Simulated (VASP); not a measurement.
# Al (Fm-3m) in VASP: further runs

The runs below take Al through single point, relaxation of cell and atoms, with r2SCAN.

Everything below comes from runs of VASP 6.6.1. Logs are shortened: lines on timing, memory, paths and dates and some standing lists are left out, and cuts for length are marked.

## (1) The cell of the first run

It takes space group Fm-3m (No. 225, cubic). The conventional cell has a = 3.991 Å, b = 3.991 Å, c = 3.991 Å, α = 90.00°, β = 90.00°, γ = 90.00°. Within 3.7 Å of Al (site symmetry m-3m) lie 12 Al at 2.82 Å.

## (2) Single point, r2SCAN

POSCAR

```
Al
1.0
    0.0000000000      1.9953043804      1.9953043804
    1.9953043804      0.0000000000      1.9953043804
    1.9953043804      1.9953043804      0.0000000000
Al
1
Direct
    0.0000000000      0.0000000000      0.0000000000
```

INCAR.step1

```
  PREC = Accurate
  ENCUT = 520
  ISMEAR = 1
  SIGMA = 0.1
  LREAL = False
  LASPH = True
  NELM = 100
  NBANDS = 8
  GGA = PE
  ALGO = Normal
  EDIFF = 1E-4
  LWAVE = True
  LCHARG = False
```

INCAR.step2

```
  PREC = Accurate
  ENCUT = 520
  EDIFF = 1E-7
  ISMEAR = 1
  SIGMA = 0.1
  LREAL = False
  LASPH = True
  NELM = 100
  ALGO = Normal
  ISIF = 2
  LWAVE = False
  LCHARG = False
  METAGGA = R2SCAN
  LMIXTAU = True
  NBANDS = 8
  ISTART = 1
```

KPOINTS

```
regular mesh
0
Gamma
  24 24 24
```

Potentials or basis: VASP PAW PBE potentials, release 64 (Al).

On the command line:

```sh
cat potpaw_PBE.64/Al/POTCAR > POTCAR
cp INCAR.step1 INCAR
mpirun -np 1 vasp_std > vasp.out
cp INCAR.step2 INCAR
mpirun -np 1 vasp_std > vasp.out
```

OUTCAR:

```text
PREC = Accurate
   ENCUT = 520
   EDIFF = 1E-7
   ISMEAR = 1
   LREAL = False
   LASPH = True
   NELM = 100
   ISIF = 2
   METAGGA = R2SCAN
   ISTART = 1

 ion  position               nearest neighbor table
   1  0.000  0.000  0.000-

  LATTYP: Found a face centered cubic cell.
 ALAT       =     3.9906087608

  Lattice vectors:

 A1 = (   0.0000000000,   1.9953043804,   1.9953043804)
 A2 = (   1.9953043804,   0.0000000000,   1.9953043804)
 A3 = (   1.9953043804,   1.9953043804,   0.0000000000)

Analysis of symmetry for initial positions (statically):
=====================================================================
 Subroutine PRICEL returns:
 Original cell was already a primitive cell.

 Routine SETGRP: Setting up the symmetry group for a
 face centered cubic supercell.

 Subroutine GETGRP returns: Found 48 space group operations
 (whereof 48 operations were pure point group operations)
 out of a pool of 48 trial point group operations.

The static configuration has the point symmetry O_h .

Analysis of symmetry for dynamics (positions and initial velocities):
=====================================================================
 Subroutine PRICEL returns:
 Original cell was already a primitive cell.

 Routine SETGRP: Setting up the symmetry group for a
 face centered cubic supercell.

 Subroutine GETGRP returns: Found 48 space group operations
 (whereof 48 operations were pure point group operations)
 out of a pool of 48 trial point group operations.

The dynamic configuration has the point symmetry O_h .

 Subroutine INISYM returns: Found 48 space group operations
 (whereof 48 operations are pure point group operations),
 and found     1 'primitive' translations

----------------------------------------------------------------------------------------

                                     Primitive cell

  volume of cell :      15.8876

  direct lattice vectors                    reciprocal lattice vectors
     0.000000000  1.995304380  1.995304380    -0.250588334  0.250588334  0.250588334
     1.995304380  0.000000000  1.995304380     0.250588334 -0.250588334  0.250588334
     1.995304380  1.995304380  0.000000000     0.250588334  0.250588334 -0.250588334

  length of vectors
     2.821786516  2.821786516  2.821786516     0.434031726  0.434031726  0.434031726

  position of ions in fractional coordinates (direct lattice)
     0.000000000  0.000000000  0.000000000

  ion indices of the primitive-cell ions
   primitive index   ion index
                 1           1

----------------------------------------------------------------------------------------

 KPOINTS: regular mesh

Automatic generation of k-mesh.
 Grid dimensions read from file:
 generate k-points for:   24   24   24

 Generating k-lattice:

  Cartesian coordinates                     Fractional coordinates (reciprocal lattice)
    -0.010441181  0.010441181  0.010441181     0.041666667  0.000000000  0.000000000
     0.010441181 -0.010441181  0.010441181     0.000000000  0.041666667  0.000000000
     0.010441181  0.010441181 -0.010441181     0.000000000  0.000000000  0.041666667

  Length of vectors
     0.018084655  0.018084655  0.018084655

  Shift w.r.t. Gamma in fractional coordinates (k-lattice)
     0.000000000  0.000000000  0.000000000

 Subroutine IBZKPT returns following result:
 ===========================================

 Found    413 irreducible k-points:

 Following reciprocal coordinates:
            Coordinates               Weight
  0.000000  0.000000  0.000000      1.000000
  0.041667  0.000000  0.000000      8.000000
  0.083333  0.000000  0.000000      8.000000
  0.125000  0.000000  0.000000      8.000000
  0.166667  0.000000  0.000000      8.000000
  0.208333  0.000000  0.000000      8.000000
[... 16 lines left out ...]
  0.416667  0.041667  0.000000     24.000000
  0.458333  0.041667  0.000000     24.000000
 [... further k-points ...]
   k-points           NKPTS =    413   k-points in BZ     NKDIM =    413   number of bands    NBANDS=      8
   number of dos      NEDOS =    301   number of ions     NIONS =      1
   total plane-waves  NPLWV =  13824
   dimension x,y,z NGX =    24 NGY =   24 NGZ =   24
   dimension x,y,z NGXF=    48 NGYF=   48 NGZF=   48
   ions per type =               1
   NGX,Y,Z   is equivalent  to a cutoff of  14.14, 14.14, 14.14 a.u.
   NGXF,Y,Z  is equivalent  to a cutoff of  28.28, 28.28, 28.28 a.u.
 SYSTEM =  unknown system
   PREC   = accura    normal or accurate (medium, high low for compatibility)
   ISTART =      1    job   : 0-new  1-cont  2-samecut
   ICHARG =      0    charge: 1-file 2-atom 10-const
   ISPIN  =      1    spin polarized calculation?
   LNONCOLLINEAR =      F non collinear calculations
   LSORBIT =      F    spin-orbit coupling
   LASPH  =      T    aspherical Exc in radial PAW
   ENCUT  =  520.0 eV  38.22 Ry    6.18 a.u.   5.25  5.25  5.25*2*pi/ulx,y,z
   NELM   =    100;   NELMIN=  2; NELMDL=  0     # of ELM steps
   EDIFF  = 0.1E-06   stopping-criterion for ELM
   LREAL  =      F    real-space projection
   EDIFFG = 0.1E-05   stopping-criterion for IOM
   NSW    =      0    number of steps for IOM
   IBRION =     -1    ionic relax: 0-MD 1-quasi-New 2-CG
   NFREE  =      0    steps in history (QN), initial steepest desc. (CG)
   ISIF   =      2    stress and relaxation
   ISYM   =      2    0-nonsym 1-usesym 2-fastsym
   POTIM  = 0.5000    time-step for ionic-motion
   TEBEG  =    0.0;   TEEND  =   0.0 temperature during run
   PSTRESS=    0.0 pullay stress
   NELECT =       3.0000    total number of electrons
   NUPDOWN=      -1.0000    fix difference up-down
   EMIN   =  10.00;   EMAX   =-10.00  energy-range for DOS
   EFERMI =   0.00;   METHOD = LEGACY
   ISMEAR =     1;   SIGMA  =   0.10  broadening in eV -4-tet -1-fermi 0-gaus
   EFERMI_NEDOS =   21; number of points for ismear=-14 and -15
   IALGO  =     38    algorithm
   IMIX   =      4    mixing-type and parameters
     AMIX     =   0.40;   BMIX     =  1.00
     AMIX_MAG =   1.60;   BMIX_MAG =  1.00
  volume/ion in A,a.u.               =      15.89       107.21
  Fermi-wavevector in a.u.,A,eV,Ry     =   0.939210  1.774850 12.001912  0.882116
  Thomas-Fermi vector in A             =   2.066499
   LORBIT       =      0    0 simple, 1 ext, 2 COOP (PROOUT), +10 PAW based schemes
   METAGGA = R2SCAN    functional components
   LHFCALC =     F    Hartree Fock is set to
   AEXX    =    0.0000 exact exchange contribution
   IVDW    =     0    specifies the selected vdW correction
   LEPSILON=     F    determine dielectric tensor
   LRPA    =     F    only Hartree local field effects (RPA)
 non-spin polarized calculation
 Methfessel and Paxton  Order N= 1 SIGMA  =   0.10
  energy-cutoff  :      520.00
  volume of cell :       15.89
 maximum number of plane-waves:       444
 NGX is ok and might be reduce to    24
   NGX = 11   NGY = 11   NGZ = 11

 number of electron       3.0000000 magnetization

 Free energy of the ion-electron system (eV)
  ---------------------------------------------------
  ext. energy  EPLUGINS =         0.00000000
  ---------------------------------------------------
  free energy    TOTEN  =        -6.73793155 eV

  energy without entropy =       -6.73816534  energy(sigma->0) =       -6.73800948

 E-fermi :   8.4519     XC(G=0): -11.0477

 val. band max:        8.4366130723   @ k =  -0.2500   0.2917   0.1250
 cond. band min:       8.4825832275   @ k =  -0.2917   0.1667   0.0417
 fundamental gap:      0.0459701552
 Fermi energy:         8.4518701307

 k-point     1 :       0.0000    0.0000    0.0000
  band No.  band energies     occupation
      1      -3.6928      2.00000
      2      21.9542      0.00000
      3      21.9542      0.00000
      4      21.9542      0.00000
      5      24.1658      0.00000
      6      24.1658      0.00000
      7      24.1658      0.00000
      8      26.0538      0.00000

 k-point     2 :       0.0417    0.0000    0.0000
  band No.  band energies     occupation
      1      -3.6414      2.00000
      2      20.9685      0.00000
      3      21.8001      0.00000
      4      21.8001      0.00000
      5      24.4025      0.00000
      6      24.4025      0.00000
      7      24.5343      0.00000
      8      26.6328      0.00000

 k-point     3 :       0.0833    0.0000    0.0000
  band No.  band energies     occupation
      1      -3.4872      2.00000
      2      19.2517      0.00000
      3      21.4648      0.00000
      4      21.4648      0.00000
      5      24.6503      0.00000
      6      24.9807      0.00000
      7      24.9807      0.00000
      8      28.1267      0.00000

 k-point     4 :       0.1250    0.0000    0.0000
  band No.  band energies     occupation
      1      -3.2307      2.00000
      2      17.4326      0.00000
      3      21.1016      0.00000
      4      21.1016      0.00000
      5      24.5415      0.00000
      6      25.7136      0.00000
      7      25.7136      0.00000
      8      27.5012      0.00000

 k-point     5 :       0.1667    0.0000    0.0000
  band No.  band energies     occupation
      1      -2.8723      2.00000
      2      15.6229      0.00000
      3      20.7761      0.00000
      4      20.7761      0.00000
      5      24.3743      0.00000
      6      26.0942      0.00000
      7      26.0942      0.00000
      8      27.0797      0.00000
[... 177 lines left out ...]
 k-point    22 :       0.3750    0.0417    0.0000
  band No.  band energies     occupation
      1       0.1612      2.00000
      2       8.0112      2.00000
      3      19.3099      0.00000
      4      20.5190      0.00000
      5      21.3958      0.00000
      6      23.5487      0.00000
      7      24.7085      0.00000
      8      27.2475      0.00000

 k-point    23 :       0.4167    0.0417    0.0000
  band No.  band energies     occupation
      1       1.0735      2.00000
      2       6.5924      2.00000
      3      19.4156      0.00000
      4      20.4265      0.00000
      5      21.0054      0.00000
      6      22.9642      0.00000
      7      24.8485      0.00000
      8      26.6361      0.00000

 k-point    24 :       0.4583    0.0417    0.0000
  band No.  band energies     occupation
      1       2.0730      2.00000
      2       5.2647      2.00000
      3      19.6060      0.00000
      4      20.0785      0.00000
      5      21.0413      0.00000
      6      22.4627      0.00000
      7      25.0553      0.00000
      8      26.1147      0.00000

 [... further k-points ...]
[... 5 lines left out ...]
  --------------------------------------------------------------------------------------
  -------------------------------------------------------------------------------------
  Total       -0.0326708     -0.0326708     -0.0326708     -0.0000000     -0.0000000      0.0000000
  in kB       -3.2946797     -3.2946797     -3.2946797     -0.0000000     -0.0000000      0.0000000
  external PRESSURE =      -3.2946797 kB  Pullay stress =       0.0000000 kB

 VOLUME and BASIS-vectors are now :
 -----------------------------------------------------------------------------
  energy-cutoff  :      520.00
  volume of cell :       15.89
      direct lattice vectors                 reciprocal lattice vectors
     0.000000000  1.995304380  1.995304380    -0.250588334  0.250588334  0.250588334
     1.995304380  0.000000000  1.995304380     0.250588334 -0.250588334  0.250588334
     1.995304380  1.995304380  0.000000000     0.250588334  0.250588334 -0.250588334

 POSITION                                       TOTAL-FORCE (eV/Angst)
 -----------------------------------------------------------------------------------
      0.00000      0.00000      0.00000         0.000000     -0.000000      0.000000
 -----------------------------------------------------------------------------------
    total drift:                                0.000000     -0.000000     -0.000000

  FREE ENERGIE OF THE ION-ELECTRON SYSTEM (eV)
  ---------------------------------------------------
  free  energy   TOTEN  =        -6.7379315489 eV

  energy  without entropy=       -6.7381653407  energy(sigma->0) =       -6.73800948
```

Wall time 64 s (1 thread of Intel Xeon 6975P-C (Granite Rapids), shared host); peak memory 0.17 GiB.

Results:

| Quantity | Value |
| --- | --- |
| Free energy | -6.7379 eV |
| Pressure | -0.3 GPa |

Levels at points of the mesh, in eV from the Fermi level:
```
           k point  band 1  band 2  band 3  band 4  band 5  band 6
(0.00, 0.00, 0.00)  -12.14   13.50   13.50   13.50   15.71   15.71
(0.50, 0.00, 0.00)   -5.19   -4.62   12.23   12.23   12.71   12.71
(0.50, 0.50, 0.00)   -3.29   -1.70    5.44    6.15    6.15   10.26
```

Caveat: the PAW data sets were made with another functional, which shifts forces and pressure a little.

## (3) Relaxation of cell and atoms, r2SCAN

This run uses another cell than the first one, of 16.48 Å³/atom, 1.038 times its volume.

POSCAR

```
Al
1.0
    0.0000000000      2.0200000000      2.0200000000
    2.0200000000      0.0000000000      2.0200000000
    2.0200000000      2.0200000000      0.0000000000
Al
1
Direct
    0.0000000000      0.0000000000      0.0000000000
```

INCAR.step1

```
SYSTEM = Al
PREC = Accurate ; ENCUT = 600
ISMEAR = 1 ; SIGMA = 0.1
LREAL = .FALSE. ; LASPH = .TRUE.
NELM = 100 ; GGA = PE
ALGO = Normal ; EDIFF = 1E-4
LWAVE = .TRUE. ; LCHARG = .FALSE.
```

INCAR.step2

```
SYSTEM = Al
PREC = Accurate ; ENCUT = 600
EDIFF = 1E-6 ; ISMEAR = 1
SIGMA = 0.1 ; LREAL = .FALSE.
LASPH = .TRUE. ; NELM = 100
ALGO = Normal ; ISIF = 3
LWAVE = .FALSE. ; LCHARG = .FALSE.
METAGGA = R2SCAN ; LMIXTAU = .TRUE.
IBRION = 2 ; NSW = 80
EDIFFG = -0.005 ; ISTART = 1
```

KPOINTS

```
regular mesh
0
G
  24 24 24
  0 0 0
```

Potentials or basis: VASP PAW PBE potentials, release 64 (Al).

On the command line:

```sh
cat potpaw_PBE.64/Al/POTCAR > POTCAR
cp INCAR.step1 INCAR
mpirun -np 1 vasp_std > vasp.out
cp INCAR.step2 INCAR
mpirun -np 1 vasp_std > vasp.out
```

Wall time 86 s (1 thread of Intel Xeon 6975P-C (Granite Rapids), shared host); peak memory 0.17 GiB.

Results (log left out):

| Quantity | Value |
| --- | --- |
| Free energy | -6.7379 eV |
| Relaxed volume | 15.83 Å³/atom |
| Relaxed cell | a = 2.818 Å, b = 2.818 Å, c = 2.818 Å, α = 60.00°, β = 60.00°, γ = 60.00° |
| Space group after relaxing (to 0.05 Å) | Fm-3m (No. 225) |
| Energy gained by relaxing | 7.4 meV/atom |
| Ionic steps | 3 |
| Pressure after relaxing | 0.0 GPa |

Step by step:
```
step  energy change (eV)  largest force (eV/Å)  pressure (GPa)  volume (Å³)
   1              0.0000                0.0000           -3.43        16.48
   2             -0.0069                0.0000            1.08        15.66
   3             -0.0074                0.0000            0.04        15.83
```

Final structure:
```
CELL_PARAMETERS angstrom
0.00000 1.99269 1.99269
1.99269 0.00000 1.99269
1.99269 1.99269 0.00000
ATOMIC_POSITIONS crystal
Al 0.00000 0.00000 0.00000
```

Levels at points of the mesh, in eV from the Fermi level:
| k point | band 1 | band 2 | band 3 | band 4 |
| --- | --- | --- | --- | --- |
| (0.00, 0.00, 0.00) | -12.17 | 13.52 | 13.52 | 13.52 |
| (0.50, 0.00, 0.00) | -5.21 | -4.63 | 12.25 | 12.25 |
| (0.50, 0.50, 0.00) | -3.30 | -1.71 | 5.44 | 6.17 |

Caveat: the PAW data sets were made with another functional, which shifts forces and pressure a little.
